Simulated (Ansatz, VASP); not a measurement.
One calculation of Zr2SeS2, two programs

```
Zr Se S
1.0
     3.58806    0.00000    0.00000
    -1.79403    3.10735    0.00000
     0.00000    0.00000   10.55229
Zr Se S
2 1 2
Cartesian
  0.0000 0.0000 1.9296
  0.0000 0.0000 8.6227
  0.0000 2.0716 0.0000
  0.0000 2.0716 3.3856
  0.0000 2.0716 7.1667
```

Alike in both runs: functional PBE; k mesh 6 × 6 × 2; occupations gaussian, width 0.1 eV; no spin polarisation.

Ansatz relaxed the structure, and its values are those at the end. VASP's run is a single point on that final structure, the one shown.

|  | VASP | Ansatz |
| --- | --- | --- |
| version | VASP 6.6.1 | Ansatz 0.2.0 |
| potentials or method | VASP PAW PBE potentials, release 64 (Zr_sv, Se, S), cutoff 520 eV | scalar-relativistic, plane waves, PAW |
| valence electrons in the cell | 42 | 52 |

|  | VASP | Ansatz | Ansatz less VASP |
| --- | --- | --- | --- |
| gap on the k mesh at the Fermi level (eV) | none | none | - |
| pressure (GPa) | 0.0 | 0.0 | -0.02 |
| rms of the force components (eV/Å) | 0.005 | 0.006 | +0.0006 |

A gap of «none» marks a metal or a gap that the smearing closes. The functional is the same, so the differences come from potentials, cutoffs and numerics. VASP's potentials hold 42 valence electrons a cell and Ansatz's 52, so a difference there can come from the potentials and not from the codes.
